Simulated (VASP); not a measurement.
Set up this calculation in VASP 6.6.1, as the native input.

| Property | Result |
| --- | --- |
| Task | single point |
| Functional | r2SCAN |
| Potentials or basis | VASP PAW PBE potentials, release 64 (Ta_pv) |
| Cutoff | 520 eV |
| k mesh | 18 × 18 × 18 |
| Occupations | gaussian, width 0.1 eV |
| Spin | no spin polarisation |
| Dipole correction | no |
| Further INCAR settings | ALGO = Normal; EDIFF = 1e-06; NBANDS = 12 |

The system is Ta.

```xyz
1
Lattice="-1.6847 1.6847 1.6847 1.6847 -1.6847 1.6847 1.6847 1.6847 -1.6847" Properties=species:S:1:pos:R:3 pbc="T T T"
Ta    0.0000    0.0000    0.0000
```

This cell differs from its parent crystal: volume scaled by 1.06.

The input as run:

POSCAR

```
Ta
1.0
   -1.6846926665      1.6846926665      1.6846926665
    1.6846926665     -1.6846926665      1.6846926665
    1.6846926665      1.6846926665     -1.6846926665
Ta
1
Direct
    0.0000000000      0.0000000000      0.0000000000
```

INCAR.step1

```
  PREC = Accurate
  ENCUT = 520
  ISMEAR = 0
  SIGMA = 0.1
  LREAL = F
  LASPH = T
  NELM = 100
  NBANDS = 12
  GGA = PE
  ALGO = Normal
  EDIFF = 1E-4
  LWAVE = T
  LCHARG = F
```

INCAR.step2

```
  PREC = Accurate
  ENCUT = 520
  EDIFF = 1E-6
  ISMEAR = 0
  SIGMA = 0.1
  LREAL = F
  LASPH = T
  NELM = 100
  ALGO = Normal
  ISIF = 2
  LWAVE = F
  LCHARG = F
  METAGGA = R2SCAN
  LMIXTAU = T
  NBANDS = 12
  ISTART = 1
```

KPOINTS

```
regular mesh
0
Gamma
  18 18 18
```

Potentials or basis: VASP PAW PBE potentials, release 64 (Ta_pv).

The run is started by

```bash
$ cat potpaw_PBE.64/Ta_pv/POTCAR > POTCAR
$ cp INCAR.step1 INCAR
$ mpirun -np 1 vasp_std > vasp.out
$ cp INCAR.step2 INCAR
$ mpirun -np 1 vasp_std > vasp.out
```

Results of the run:

```
Pressure : -10.1 GPa
```

Caveat: the PAW data sets were made with another functional, which shifts forces and pressure a little.

Wall time 2.7 min on 1 thread of Intel(R) Xeon(R) Platinum 8259CL CPU @ 2.50GHz (Skylake/Cascade Lake) (shared host), peak memory 0.18 GiB.
